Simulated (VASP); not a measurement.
A run of VASP 6.6.1 is set up as follows.

Contents of INCAR:

```
SYSTEM = Mg7Se
ALGO     = Normal         ! electronic algorithm
EDIFF    = 1E-6           ! SCF threshold, eV
ENCUT    = 520            ! plane-wave cutoff, eV
GGA      = PE             ! functional
ISIF     = 2              ! what is computed and relaxed
ISMEAR   = 0              ! smearing method
LASPH    = .TRUE.         ! aspherical terms in the spheres
LCHARG   = .FALSE.        ! write CHGCAR
LREAL    = .FALSE.        ! projectors in reciprocal space
LWAVE    = .FALSE.        ! write WAVECAR
NBANDS   = 20             ! bands
NELM     = 100            ! most SCF steps
PREC     = Accurate       ! precision mode
SIGMA    = 0.2            ! smearing width, eV
```

KPOINTS

```
k-points
0
G
  6 6 1
  0 0 0
```

File POSCAR:

```
Mg7Se
1.0
    3.5272304144      0.0000000000      0.0000000000
   -1.7636152072      3.0546711439      0.0000000000
    0.0000000000      0.0000000000     17.7756236010
Mg Se
7 1
Direct
    0.3333333333      0.6666666667      0.3656014479
    0.0000000000      0.0000000000      0.5000000000
    0.6666666667      0.3333333333      0.6343985521
    0.6666666667      0.3333333333      0.9042636540
    0.0000000000      0.0000000000      0.7672775890
    0.3333333333      0.6666666667      0.0957363460
    0.0000000000      0.0000000000      0.2327224110
    0.0000000000      0.0000000000      0.0000000000
```

Potentials or basis: VASP PAW PBE potentials, release 64 (Mg, Se).

The run is started by

```bash
$ cat potpaw_PBE.64/Mg/POTCAR potpaw_PBE.64/Se/POTCAR > POTCAR
$ mpirun -np 1 vasp_std > vasp.out
```

Problem. Predict the band gap on the k mesh.

Solution. Zero (band 10 reaches 3.11 eV, above the bottom of band 11 at 2.09 eV).

Problem. Predict the largest force.

Solution. 0.030 eV/Å.

Forces in eV/Å, atoms in the order of the input:
```
Mg   0.000  0.000 -0.017
Mg   0.000  0.000  0.000
Mg   0.000  0.000  0.017
Mg   0.000  0.000 -0.030
Mg   0.000  0.000  0.018
Mg   0.000  0.000  0.030
Mg   0.000  0.000 -0.018
Se   0.000  0.000  0.000
```
